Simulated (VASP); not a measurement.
A run of VASP 6.6.1 is set up as follows.

The input INCAR:

```
  ALGO = Normal
  EDIFF = 1E-6
  EDIFFG = -0.08
  ENCUT = 520
  GGA = PE
  IBRION = 2
  ISIF = 2
  ISMEAR = -1
  ISPIN = 2
  LASPH = True
  LCHARG = False
  LORBIT = 11
  LREAL = Auto
  LWAVE = False
  MAGMOM = 0 0 0 0 0 0 0 0 0 0 0 0 0 0 0 0 1
  NELM = 150
  NSW = 45
  PREC = Accurate
  SIGMA = 0.05
```

KPOINTS

```
k-points
0
Gamma
  2 2 2
```

File POSCAR:

```
Mg8HO8
1.0
    0.0000000000      3.8650000000      3.8650000000
    3.8650000000      0.0000000000      3.8650000000
    3.8650000000      3.8650000000      0.0000000000
Mg O H
8 8 1
Direct
    0.0000000000      0.0000000000      0.0000000000
    0.0000000000      0.0000000000      0.5000000000
    0.0000000000      0.5000000000      0.0000000000
    0.0000000000      0.5000000000      0.5000000000
    0.5000000000      0.0000000000      0.0000000000
    0.5000000000      0.0000000000      0.5000000000
    0.5000000000      0.5000000000      0.0000000000
    0.5000000000      0.5000000000      0.5000000000
    0.2500000000      0.2500000000      0.2500000000
    0.2500000000      0.2500000000      0.7500000000
    0.2500000000      0.7500000000      0.2500000000
    0.2500000000      0.7500000000      0.7500000000
    0.7500000000      0.2500000000      0.2500000000
    0.7500000000      0.2500000000      0.7500000000
    0.7500000000      0.7500000000      0.2500000000
    0.7500000000      0.7500000000      0.7500000000
    0.3697710000      0.8792075000      0.3817188000
```

Potentials or basis: VASP PAW PBE potentials, release 64 (Mg, O, H).

Run with:

```sh
$ cat potpaw_PBE.64/Mg/POTCAR potpaw_PBE.64/O/POTCAR potpaw_PBE.64/H/POTCAR > POTCAR
$ mpirun -np 1 vasp_std > vasp.out
```

Question: Estimate the energy gained by relaxing.

Answer: 19.2 meV/atom.

Question: Predict the net moment.

Answer: 0.75 μB per cell.

Question: Predict the site moments.

Answer: Mg +0.00, +0.01 (each value once); O +0.08, -0.00, +0.07 (each value once); H +0.25 μB.

The path:
```csv
step,energy change (eV),largest force (eV/Å),pressure (GPa)
1,0.0000,2.4090,88.57
2,-0.0802,1.8516,89.63
3,-0.3084,0.3554,88.44
4,-0.3221,0.2321,88.37
5,-0.3242,0.1419,88.37
6,-0.3261,0.0909,88.36
7,-0.3261,0.0898,88.36
8,-0.3267,0.0567,88.36
```

Caveat: the k points lie up to 0.70 Å⁻¹ apart; the relaxation stopped at a loose force limit of 0.08 eV/Å, so its end isn't a converged minimum.
